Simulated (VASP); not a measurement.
# Si3C (P1) in VASP: a series of runs, part 2 of 2

VASP 6.6.1. Earlier steps stand in the parts before.

## 3. Single point, PBEsol

This run uses another cell than the first one, of 14.67 Å³/atom.

INCAR reads:

```
SYSTEM = Si3C
PREC = Accurate
ENCUT = 520
EDIFF = 1E-7
ISMEAR = -1
SIGMA = 0.052
LREAL = .False.
LASPH = .True.
NELM = 60
ALGO = Normal
ISIF = 2
LWAVE = .False.
LCHARG = .False.
GGA = PS
NBANDS = 16
```

KPOINTS reads:

```
regular mesh
0
Gamma
  4 4 4
  0 0 0
```

POSCAR reads:

```
Si3C
1.0
    1.6986113246      0.9806937055      5.8709154094
   -1.6986113246      0.9806937055      5.8709154094
    0.0000000000     -1.9613874110      5.8709154094
C Si
1 3
Direct
    0.9476125812      0.0469409691     -0.0037756913
    0.5300712137      0.4597102087      0.4971936728
    0.3099433942      0.4172357438      0.3591213033
    0.9329798502      0.8535690998      0.8958894607
```

Potentials or basis: VASP PAW PBE potentials, release 64 (C, Si).

Launch:

```console
$ cat potpaw_PBE.64/C/POTCAR potpaw_PBE.64/Si/POTCAR > POTCAR
$ mpirun -np 1 vasp_std > vasp.out
```

OUTCAR:

```text
SYSTEM = Si3C
   PREC = Accurate
   ENCUT = 520
   EDIFF = 1E-7
   ISMEAR = -1
   LREAL = .False.
   LASPH = .True.
   NELM = 60
   ISIF = 2
   GGA = PS

 ion  position               nearest neighbor table
   1  0.948  0.047  0.996-   4 1.84   3 2.03   3 2.05   3 2.05
   2  0.530  0.460  0.497-   4 2.26   4 2.27   4 2.28   3 2.37
   3  0.310  0.417  0.359-   1 2.03   1 2.05   1 2.05   2 2.37   4 2.91   4 3.10
   4  0.933  0.854  0.896-   1 1.84   2 2.26   2 2.27   2 2.28   3 2.91   3 3.10

  LATTYP: Found a trigonal (rhomboedric) cell.
 ALAT       =     6.1898859699
 COS(alpha) =     0.8493903744

  Lattice vectors:

 A1 = (   1.6986113246,   0.9806937055,   5.8709154094)
 A2 = (  -1.6986113246,   0.9806937055,   5.8709154094)
 A3 = (   0.0000000000,  -1.9613874110,   5.8709154094)

Analysis of symmetry for initial positions (statically):
=====================================================================
 Subroutine PRICEL returns:
 Original cell was already a primitive cell.

 Routine SETGRP: Setting up the symmetry group for a
 trigonal (rhombohedral) supercell.

 Subroutine GETGRP returns: Found  1 space group operations
 (whereof  1 operations were pure point group operations)
 out of a pool of 12 trial point group operations.

The static configuration has the point symmetry C_1 .

Analysis of symmetry for dynamics (positions and initial velocities):
=====================================================================
 Subroutine PRICEL returns:
 Original cell was already a primitive cell.

 Routine SETGRP: Setting up the symmetry group for a
 trigonal (rhombohedral) supercell.

 Subroutine GETGRP returns: Found  1 space group operations
 (whereof  1 operations were pure point group operations)
 out of a pool of 12 trial point group operations.

The dynamic configuration has the point symmetry C_1 .

 Subroutine INISYM returns: Found  1 space group operations
 (whereof  1 operations are pure point group operations),
 and found     1 'primitive' translations

----------------------------------------------------------------------------------------

                                     Primitive cell

  volume of cell :      58.6792

  direct lattice vectors                    reciprocal lattice vectors
     1.698611325  0.980693706  5.870915409     0.294358099  0.169947728  0.056777063
    -1.698611325  0.980693706  5.870915409    -0.294358099  0.169947728  0.056777063
     0.000000000 -1.961387411  5.870915409     0.000000000 -0.339895455  0.056777063

  length of vectors
     6.189885970  6.189885970  6.189885970     0.344604926  0.344604926  0.344604926

  position of ions in fractional coordinates (direct lattice)
     0.947612581  0.046940969  0.996224309
     0.530071214  0.459710209  0.497193673
     0.309943394  0.417235744  0.359121303
     0.932979850  0.853569100  0.895889461

  ion indices of the primitive-cell ions
   primitive index   ion index
                 1           1
                 2           2
                 3           3
                 4           4

----------------------------------------------------------------------------------------

 KPOINTS: regular mesh

Automatic generation of k-mesh.
[... 23 lines left out ...]
  0.000000  0.000000  0.000000      1.000000
  0.250000  0.000000  0.000000      2.000000
  0.000000  0.250000  0.000000      2.000000
  0.000000  0.000000  0.250000      2.000000
  0.500000  0.000000  0.000000      1.000000
  0.000000  0.500000  0.000000      1.000000
[... 16 lines left out ...]
  0.250000  0.250000  0.250000      2.000000
  0.500000  0.250000  0.250000      2.000000
 [... further k-points ...]
   k-points           NKPTS =     36   k-points in BZ     NKDIM =     36   number of bands    NBANDS=     16
   number of dos      NEDOS =    301   number of ions     NIONS =      4
   total plane-waves  NPLWV = 110592
   dimension x,y,z NGX =    48 NGY =   48 NGZ =   48
   dimension x,y,z NGXF=    96 NGYF=   96 NGZF=   96
   ions per type =               1   3
   NGX,Y,Z   is equivalent  to a cutoff of  12.89, 12.89, 12.89 a.u.
   NGXF,Y,Z  is equivalent  to a cutoff of  25.78, 25.78, 25.78 a.u.
 SYSTEM =  Si3C
   PREC   = accura    normal or accurate (medium, high low for compatibility)
   ISTART =      0    job   : 0-new  1-cont  2-samecut
   ICHARG =      2    charge: 1-file 2-atom 10-const
   ISPIN  =      1    spin polarized calculation?
   LNONCOLLINEAR =      F non collinear calculations
   LSORBIT =      F    spin-orbit coupling
   LASPH  =      T    aspherical Exc in radial PAW
   ENCUT  =  520.0 eV  38.22 Ry    6.18 a.u.  11.51 11.51 11.51*2*pi/ulx,y,z
   NELM   =     60;   NELMIN=  2; NELMDL= -5     # of ELM steps
   EDIFF  = 0.1E-06   stopping-criterion for ELM
   LREAL  =      F    real-space projection
   EDIFFG = 0.1E-05   stopping-criterion for IOM
   NSW    =      0    number of steps for IOM
   IBRION =     -1    ionic relax: 0-MD 1-quasi-New 2-CG
   NFREE  =      0    steps in history (QN), initial steepest desc. (CG)
   ISIF   =      2    stress and relaxation
   ISYM   =      2    0-nonsym 1-usesym 2-fastsym
   POTIM  = 0.5000    time-step for ionic-motion
   TEBEG  =    0.0;   TEEND  =   0.0 temperature during run
   PSTRESS=    0.0 pullay stress
   NELECT =      16.0000    total number of electrons
   NUPDOWN=      -1.0000    fix difference up-down
   EMIN   =  10.00;   EMAX   =-10.00  energy-range for DOS
   EFERMI =   0.00;   METHOD = LEGACY
   ISMEAR =    -1;   SIGMA  =   0.05  broadening in eV -4-tet -1-fermi 0-gaus
   EFERMI_NEDOS =   21; number of points for ismear=-14 and -15
   IALGO  =     38    algorithm
   IMIX   =      4    mixing-type and parameters
     AMIX     =   0.40;   BMIX     =  1.00
     AMIX_MAG =   1.60;   BMIX_MAG =  1.00
  volume/ion in A,a.u.               =      14.67        99.00
  Fermi-wavevector in a.u.,A,eV,Ry     =   1.061581  2.006098 15.333157  1.126955
  Thomas-Fermi vector in A             =   2.197003
   LORBIT       =      0    0 simple, 1 ext, 2 COOP (PROOUT), +10 PAW based schemes
   GGA     = PS    functional components
   LHFCALC =     F    Hartree Fock is set to
   AEXX    =    0.0000 exact exchange contribution
   IVDW    =     0    specifies the selected vdW correction
   LEPSILON=     F    determine dielectric tensor
   LRPA    =     F    only Hartree local field effects (RPA)
 non-spin polarized calculation
  energy-cutoff  :      520.00
  volume of cell :       58.68
 maximum number of plane-waves:      1594
 NGX is ok and might be reduce to    48
   NGX = 23   NGY = 23   NGZ = 23

 number of electron      16.0000000 magnetization

 Free energy of the ion-electron system (eV)
  ---------------------------------------------------
  ext. energy  EPLUGINS =         0.00000000
  ---------------------------------------------------
  free energy    TOTEN  =       -25.52937792 eV

  energy without entropy =      -25.52203962  energy(sigma->0) =      -25.52570877

 E-fermi :   8.0643     XC(G=0): -10.4856

 val. band max:        8.0273865597   @ k =   0.2500  -0.2500   0.2500
 cond. band min:       8.0759150840   @ k =   0.2500   0.2500  -0.2500
 fundamental gap:      0.0485285243
 Fermi energy:         8.0643474454

 k-point     1 :       0.0000    0.0000    0.0000
  band No.  band energies     occupation
      1      -7.2473      2.00000
      2      -3.5237      2.00000
      3      -1.1997      2.00000
      4       4.7672      2.00000
      5       4.9800      2.00000
      6       6.2593      2.00000
[... 433 lines left out ...]
      3       0.5950      2.00000
      4       2.3556      2.00000
      5       3.9419      2.00000
      6       4.1473      2.00000
[... 8 lines left out ...]
     15      15.0816      0.00000
     16      15.5185      0.00000

 [... further k-points ...]

------------------------ aborting loop because EDIFF is reached ----------------------------------------

  FORCE on cell =-STRESS in cart. coord.  units (eV):
  Direction    XX          YY          ZZ          XY          YZ          ZX
  --------------------------------------------------------------------------------------
  -------------------------------------------------------------------------------------
  Total       -1.3606369     -0.8665085      0.8198155      0.1214313     -0.0583100     -0.3677468
  in kB      -37.1508165    -23.6591398     22.3842333      3.3155591     -1.5920958    -10.0409535
  external PRESSURE =     -12.8085743 kB  Pullay stress =       0.0000000 kB

 VOLUME and BASIS-vectors are now :
 -----------------------------------------------------------------------------
  energy-cutoff  :      520.00
  volume of cell :       58.68
      direct lattice vectors                 reciprocal lattice vectors
     1.698611325  0.980693706  5.870915409     0.294358099  0.169947728  0.056777063
    -1.698611325  0.980693706  5.870915409    -0.294358099  0.169947728  0.056777063
     0.000000000 -1.961387411  5.870915409     0.000000000 -0.339895455  0.056777063

 POSITION                                       TOTAL-FORCE (eV/Angst)
 -----------------------------------------------------------------------------------
      1.52989     -0.97863     11.68769         0.003041      0.099021      1.263009
      0.11952     -0.00452      8.72990         0.119805      0.027357      0.081615
     -0.18225      0.00876      6.37758         0.261437     -0.097846     -0.037624
      0.13489     -0.00513     15.74837        -0.384283     -0.028532     -1.307001
 -----------------------------------------------------------------------------------
    total drift:                               -0.000106      0.000015      0.000018

  FREE ENERGIE OF THE ION-ELECTRON SYSTEM (eV)
  ---------------------------------------------------
  free  energy   TOTEN  =       -25.5293779249 eV

  energy  without entropy=      -25.5220396186  energy(sigma->0) =      -25.52570877
```

OSZICAR:

```text
N       E                     dE             d eps       ncg     rms          rms(c)
DAV:   1     0.206623535997E+02    0.20662E+02   -0.62020E+03  1152   0.842E+02
DAV:   2    -0.250968374296E+02   -0.45759E+02   -0.41150E+02  1584   0.128E+02
DAV:   3    -0.272711919777E+02   -0.21744E+01   -0.21540E+01  1544   0.263E+01
DAV:   4    -0.272932198325E+02   -0.22028E-01   -0.22022E-01  1472   0.329E+00
DAV:   5    -0.272935045592E+02   -0.28473E-03   -0.28471E-03  1544   0.357E-01    0.923E+00
DAV:   6    -0.256241859414E+02    0.16693E+01   -0.27050E+00  1488   0.107E+01    0.460E+00
DAV:   7    -0.255577895212E+02    0.66396E-01   -0.67029E-01  1568   0.478E+00    0.228E+00
DAV:   8    -0.255315205678E+02    0.26269E-01   -0.65983E-02  1616   0.162E+00    0.518E-01
DAV:   9    -0.255293019535E+02    0.22186E-02   -0.83880E-03  1520   0.681E-01    0.214E-01
DAV:  10    -0.255293858850E+02   -0.83931E-04   -0.14881E-03  1560   0.215E-01    0.939E-02
DAV:  11    -0.255293774454E+02    0.84396E-05   -0.14270E-04  1464   0.754E-02    0.263E-02
DAV:  12    -0.255293776964E+02   -0.25101E-06   -0.23578E-05  1600   0.345E-02    0.117E-02
DAV:  13    -0.255293780417E+02   -0.34529E-06   -0.25763E-06  1480   0.923E-03    0.590E-03
DAV:  14    -0.255293779017E+02    0.13999E-06   -0.89222E-07  1584   0.604E-03    0.145E-03
DAV:  15    -0.255293779249E+02   -0.23170E-07   -0.11999E-07   936   0.226E-03
   1 F= -.25529378E+02 E0= -.25525709E+02  d E =-.733831E-02
```

stdout:

```text
POSCAR found type information on POSCAR C Si
 POSCAR found :  2 types and       4 ions
 scaLAPACK will be used
 -----------------------------------------------------------------------------
|                                                                             |
|                                                                             |
|     You enforced a specific xc type in the INCAR file but a different       |
|     I HOPE YOU KNOW WHAT YOU ARE DOING!                                     |
|                                                                             |
 -----------------------------------------------------------------------------

 LDA part: xc-table for (Slater+PW92), standard interpolation
 POSCAR, INCAR and KPOINTS ok, starting setup
 FFT: planning ... GRIDC
 FFT: planning ... GRID_SOFT
 FFT: planning ... GRID
 WAVECAR not read
 entering main loop
```

It took 2.5 min on 1 thread of Intel Xeon 8259CL, shared host; peak memory 0.31 GiB.

Results:

| Property | Result |
| --- | --- |
| Free energy | -25.5294 eV |
| Pressure | -1.3 GPa |
| Largest force | 1.363 eV/Å |
| Band gap on the k mesh | zero (bands 8 and 9 overlap by 1.69 eV) |

Forces on the atoms (eV/Å):
```
C    0.003  0.099  1.263
Si   0.120  0.027  0.082
Si   0.261 -0.098 -0.038
Si  -0.384 -0.029 -1.307
```

Stress tensor (GPa, compression positive):
```
-3.72  0.33 -1.00
 0.33 -2.37 -0.16
-1.00 -0.16  2.24
```

Levels at points of the mesh, in eV from the Fermi level:
```tsv
k point	band 4	band 5	band 6	band 7	band 8	band 9	band 10	band 11	band 12	band 13
(0.00, 0.00, 0.00)	-3.30	-3.08	-1.81	-0.18	0.83	1.09	2.61	3.12	3.39	3.88
(0.50, 0.00, 0.00)	-7.01	-5.58	-4.78	-4.55	-1.59	0.50	1.70	2.43	4.72	5.05
(0.00, 0.50, 0.00)	-7.16	-5.45	-4.93	-4.49	-1.62	0.53	1.86	2.44	4.75	4.99
(0.00, 0.00, 0.50)	-7.05	-5.58	-4.85	-4.48	-1.63	0.45	1.82	2.43	4.61	5.03
(0.50, 0.50, 0.00)	-8.30	-4.81	-4.43	-2.49	-1.42	-0.62	0.57	1.67	3.40	3.48
(0.50, 0.00, 0.50)	-8.18	-4.64	-4.38	-2.58	-1.23	-0.86	0.43	1.68	3.41	3.52
(0.00, 0.50, 0.50)	-8.35	-4.82	-4.61	-2.46	-1.20	-0.65	0.44	1.65	3.40	3.57
(0.50, 0.50, 0.50)	-5.20	-3.28	-3.06	0.36	0.60	1.03	2.61	3.48	4.06	4.52
```

Caveat: the k points lie up to 0.54 Å⁻¹ apart, too coarse for converged energies and pressures of a metal; the PAW data sets were made with another functional, which shifts forces and pressure a little.

## 4. Single point, PBEsol

This run uses another cell than the first one, of 14.67 Å³/atom.

INCAR reads:

```
SYSTEM = Si3C
ALGO     = Normal         ! electronic algorithm
EDIFF    = 1E-7           ! SCF threshold, eV
ENCUT    = 520            ! plane-wave cutoff, eV
GGA      = PS             ! functional
ISIF     = 2              ! what is computed and relaxed
ISMEAR   = -1             ! smearing method
LASPH    = .TRUE.         ! aspherical terms in the spheres
LCHARG   = .FALSE.        ! write CHGCAR
LREAL    = .FALSE.        ! projectors in reciprocal space
LWAVE    = .FALSE.        ! write WAVECAR
NBANDS   = 16             ! bands
NELM     = 60             ! most SCF steps
PREC     = Accurate       ! precision mode
SIGMA    = 0.052          ! smearing width, eV
```

KPOINTS reads:

```
k-points
0
G
  4 4 4
  0 0 0
```

POSCAR reads:

```
Si3C
1.0
    1.6986113246      0.9806937055      5.8709154094
   -1.6986113246      0.9806937055      5.8709154094
    0.0000000000     -1.9613874110      5.8709154094
C Si
1 3
Direct
    0.9419609824      0.0660543059     -0.0039832782
    0.5413952013      0.4486994812      0.4991383230
    0.2966796678      0.4359328310      0.3630610975
    0.9373365792      0.8377081371      0.8900940072
```

Launch:

```console
$ cat potpaw_PBE.64/C/POTCAR potpaw_PBE.64/Si/POTCAR > POTCAR
$ mpirun -np 1 vasp_std > vasp.out
```

Wall time 2.5 min (1 thread of Intel Xeon 8259CL, shared host); peak memory 0.3 GiB.

It converged, with:

```
Free energy            : -25.4160 eV
Pressure               : -0.8 GPa
Largest force          : 2.107 eV/Å
Band gap on the k mesh : zero (bands 8 and 9 overlap by 1.20 eV)
```

Forces on the atoms (eV/Å):
```
C    0.318 -0.075 -0.757
Si  -0.024  0.022 -0.760
Si   0.419  0.025 -0.466
Si  -0.714  0.028  1.982
```

Stress tensor (GPa, compression positive):
```
-0.16  0.73  1.21
 0.73  0.87 -0.10
 1.21 -0.10 -3.05
```

Levels at points of the mesh, in eV from the Fermi level:
```csv
k point,band 4,band 5,band 6,band 7,band 8,band 9,band 10,band 11,band 12,band 13
"(0.00, 0.00, 0.00)",-3.01,-2.73,-1.33,-0.20,0.36,0.73,2.39,3.27,3.37,3.89
"(0.50, 0.00, 0.00)",-7.30,-5.29,-4.55,-4.27,-2.04,0.65,1.41,2.50,4.64,5.11
"(0.00, 0.50, 0.00)",-7.54,-5.18,-4.75,-4.17,-2.06,0.69,1.50,2.49,4.74,5.14
"(0.00, 0.00, 0.50)",-7.38,-5.26,-4.68,-4.11,-2.05,0.62,1.48,2.54,4.45,5.21
"(0.50, 0.50, 0.00)",-8.48,-4.63,-4.17,-2.28,-1.86,-0.67,0.81,1.62,3.07,3.66
"(0.50, 0.00, 0.50)",-8.37,-4.42,-4.23,-2.36,-1.66,-0.84,0.56,1.54,3.10,3.71
"(0.00, 0.50, 0.50)",-8.54,-4.62,-4.36,-2.26,-1.68,-0.79,0.58,1.70,3.15,3.68
"(0.50, 0.50, 0.50)",-5.21,-3.00,-2.70,0.03,0.23,1.16,2.58,3.38,4.08,4.20
```

Caveat: the k points lie up to 0.54 Å⁻¹ apart, too coarse for converged energies and pressures of a metal; the PAW data sets were made with another functional, which shifts forces and pressure a little.

## 5. Summary

```csv
cell,smearing,gap on the mesh (eV),pressure (GPa),largest force (eV/Å)
"a = 6.093 Å, angles 31.9°, 4 atoms, atomic positions A",fermi-dirac 0.069 eV,none,5.2,1.50
"a = 6.190 Å, angles 31.9°, 4 atoms, atomic positions B",fermi-dirac 0.052 eV,none,-1.3,1.36
"a = 6.190 Å, angles 31.9°, 4 atoms, atomic positions C",fermi-dirac 0.052 eV,none,-0.8,2.11
```

Alike in all rows: task single point; level PBEsol; potentials or basis VASP PAW PBE potentials, release 64 (C, Si); no spin polarisation; k mesh 4 × 4 × 4; cutoff (eV) 520.

Caveats: all runs use coarse meshes; the PAW data sets were made with another functional, which shifts forces and pressure a little; the atoms stand as in a frame of molecular dynamics (at least some runs).

Total energies depend on the potentials used, so only differences within one code and one set of settings carry meaning.
